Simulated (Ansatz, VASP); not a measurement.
# Two plane-wave programs on SrTiO3

File INCAR:

```
PREC = Accurate
ENCUT = 600
EDIFF = 1E-7
ISMEAR = 0
SIGMA = 0.02
LREAL = F
LASPH = T
NELM = 80
ALGO = Normal
ISIF = 3
LWAVE = F
LCHARG = F
GGA = PS
IBRION = 2
NSW = 100
EDIFFG = -0.005
```

Contents of KPOINTS:

```
regular mesh
0
Gamma
  8 8 8
```

File POSCAR:

```
SrTiO3
1.0
    3.9052800000      0.0000000000      0.0000000000
    0.0000000000      3.9052800000      0.0000000000
    0.0000000000      0.0000000000      3.9052800000
Sr Ti O
1 1 3
Direct
    0.5000000000      0.5000000000      0.5000000000
    0.0000000000      0.0000000000      0.0000000000
    0.5000000000      0.0000000000      0.0000000000
    0.0000000000      0.5000000000      0.0000000000
    0.0000000000      0.0000000000      0.5000000000
```

Input for Ansatz:

```yaml
crystal:
  lattice:
    - [3.90528, 0.0, 0.0]
    - [0.0, 3.90528, 0.0]
    - [0.0, 0.0, 3.90528]
  atoms:
    - { symbol: Sr, position: [0.5, 0.5, 0.5] }
    - { symbol: Ti, position: [0.0, 0.0, 0.0] }
    - { symbol: O, position: [0.5, 0.0, 0.0] }
    - { symbol: O, position: [0.0, 0.5, 0.0] }
    - { symbol: O, position: [0.0, 0.0, 0.5] }
basis:
  ecutwfc: 420
kpoints:
  mp_grid: { grid: [8, 8, 8] }
hamiltonian:
  xc: pbesol
scf:
  occupations: { method: gaussian, width: 0.02 }
output:
  forces: true
  stress: true
  eigenvalues: true
  write_density: true
  write_potential: true
  elf: true
  volumetric_format: npy
relax:
  adjacent_minimum: "off"
  f_tol: 0.005
  max_steps: 80
  cell: { stress_tol: 0.05 }
```

Alike in both runs: task relaxation of cell and atoms; functional PBEsol; k mesh 8 × 8 × 8; occupations gaussian, width 0.02 eV; no spin polarisation.

|  | VASP | Ansatz |
| --- | --- | --- |
| version | VASP 6.6.1 | Ansatz 0.2.0 |
| potentials or method | VASP PAW PBE potentials, release 64 (Sr_sv, Ti_sv, O), cutoff 600 eV | scalar-relativistic, plane waves, PAW |
| valence electrons in the cell | 40 | 40 |

|  | VASP | Ansatz | Ansatz less VASP |
| --- | --- | --- | --- |
| gap on the k mesh at the Fermi level, each at its own relaxed structure (eV) | 1.82 | 1.85 | +0.036 |
| relaxed volume (Å³/atom) | 11.82 | 11.78 | -0.032 |
| relaxed cell length with the largest relative difference (Å) | 3.895 | 3.891 | -0.0036 |

VASP's potentials were made for PBE, not for PBEsol.
